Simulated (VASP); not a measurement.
Runs of VASP 6.6.1 on C. The structure is that of space group Fd-3m (No. 227), or close to it. The cells are those of the table. 

```csv
level,potentials or basis,cell,k mesh,cutoff (eV),smearing,gap on the mesh (eV),pressure (GPa),largest force (eV/Å)
r2SCAN,"VASP PAW PBE potentials, release 64 (C)","a = 2.546 Å, angles 61.9°, 2 atoms",12 × 12 × 12,520,gaussian 0.01 eV,4.11,-27.6,0.02
r2SCAN,"VASP PAW PBE potentials, release 64 (C)","a = 2.509 Å, angles 60.2°, 2 atoms",12 × 12 × 12,520,gaussian 0.01 eV,4.36,3.5,0.01
HSE06,"VASP PAW PBE potentials, release 64 (C)","a = 2.417 Å, angles 60.0°, 2 atoms",8 × 8 × 8,520,gaussian 0.01 eV,(a),64.4,-
PBE,"VASP PAW PBE potentials, release 64 (C)","a = 2.546 Å, angles 61.9°, 2 atoms",12 × 12 × 12,520,fermi-dirac 0.02 eV,3.92,(b),0.06
r2SCAN,"VASP PAW PBE potentials, release 64 (C_h)","a = 2.517 Å, angles 60.0°, 2 atoms",12 × 12 × 12,910,gaussian 0.01 eV,4.39,-0.8,-
r2SCAN,"VASP PAW PBE potentials, release 64 (C)","a = 2.517, b = 2.499, c = 2.499 Å, angles 60.5, 59.8, 59.8°, 2 atoms",12 × 12 × 12,520,gaussian 0.01 eV,3.98,8.2,-
```

Alike in all rows: no spin polarisation.

Task: Fill in the values left out.

Result: (a) 5.60; (b) -23.7.

Caveats: the PAW data sets were made with another functional, which shifts forces and pressure a little (at least some runs); the cell stands under pressure (at least some runs); the cell stands under tension (at least some runs); the cutoff is under 1.25 times the usual one of these potentials, so pressure, stress and relaxed cells hold a basis-set (Pulay) error (at least some runs).

A k mesh can miss the band edges.
